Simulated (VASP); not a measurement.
K2Pt, 3 atoms in the cell. The structure is orthorhombic, space group Immm (No. 71). The conventional cell has a = 5.290 Å, b = 5.384 Å, c = 7.548 Å, α = 90.00°, β = 90.00°, γ = 90.00°. K (site symmetry mm2) has 4 Pt at 3.25 to 3.29 Å and 6 K at 3.77 Å within 4.3 Å. Pt (site symmetry mmm) has 8 K at 3.25 to 3.29 Å within 4.3 Å.  This cell differs from its parent crystal: strain +0.0175 x Voigt [0, 0, 0, 1, 0, 0].

- Program: VASP 6.6.1
- Task: single point
- Functional: r2SCAN
- Potentials or basis: VASP PAW PBE potentials, release 64 (K_sv, Pt)
- Cutoff: 520 eV
- k mesh: 6 × 6 × 6
- Occupations: gaussian, width 0.05 eV
- Spin: no spin polarisation
- Dipole correction: no
- Further INCAR settings: ALGO = Normal; EDIFF = 1e-07; NBANDS = 21

Potentials or basis: VASP PAW PBE potentials, release 64 (K_sv, Pt).

The run is started by

```bash
$ cat potpaw_PBE.64/K_sv/POTCAR potpaw_PBE.64/Pt/POTCAR > POTCAR
$ cp INCAR.step1 INCAR
$ mpirun -np 1 vasp_std > vasp.out
$ cp INCAR.step2 INCAR
$ mpirun -np 1 vasp_std > vasp.out
```

Hardware: 1 thread of Intel Xeon 8259CL, on a shared host.

Task: Estimate the wall time of this run.

Result: Wall time 12 min on 1 thread of Intel Xeon 8259CL, on a shared host, peak memory 0.32 GiB. Counts: k points 46.
